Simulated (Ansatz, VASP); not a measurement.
## Two plane-wave programs on Mg3Sb2

```
Mg Sb
1.0
     4.59387    0.00000    0.00000
    -2.29693    3.97841    0.00000
     0.00000    0.00000    7.56525
Mg Sb
3 2
Direct
  0.33333 0.66667 0.63028
  0.66667 0.33333 0.36972
  0.00000 0.00000 0.00000
  0.33333 0.66667 0.22892
  0.66667 0.33333 0.77108
```

Change from the starting cell: strain along c alone, the other axes held, atoms relaxed: +4.0 %.

Alike in both runs: functional PBE; k mesh 12 × 12 × 6; occupations gaussian, width 0.01 eV; no spin polarisation.

Ansatz relaxed the structure, and its values are those at the end. VASP's run is a single point on that final structure, the one shown.

```csv
,VASP,Ansatz
version,VASP 6.6.1,Ansatz 0.2.0
potentials or method,"VASP PAW PBE potentials, release 64 (Mg, Sb), cutoff 600 eV","scalar-relativistic, plane waves, PAW"
valence electrons in the cell,16,60
```

|  | VASP | Ansatz | Ansatz less VASP |
| --- | --- | --- | --- |
| gap on the k mesh at the Fermi level (eV) | 0.23 | 0.25 | +0.023 |
| least direct gap on the mesh (eV) | 1.01 | 1.02 | +0.007 |
| pressure (GPa) | -1.3 | -1.4 | -0.02 |
| rms of the force components (eV/Å) | 0.006 | 0.001 | -0.0048 |

VASP's potentials hold 16 valence electrons a cell and Ansatz's 60, so a difference there can come from the potentials and not from the codes. Ansatz's warnings: stress scf threshold loose.

Neither program's run includes spin-orbit coupling.
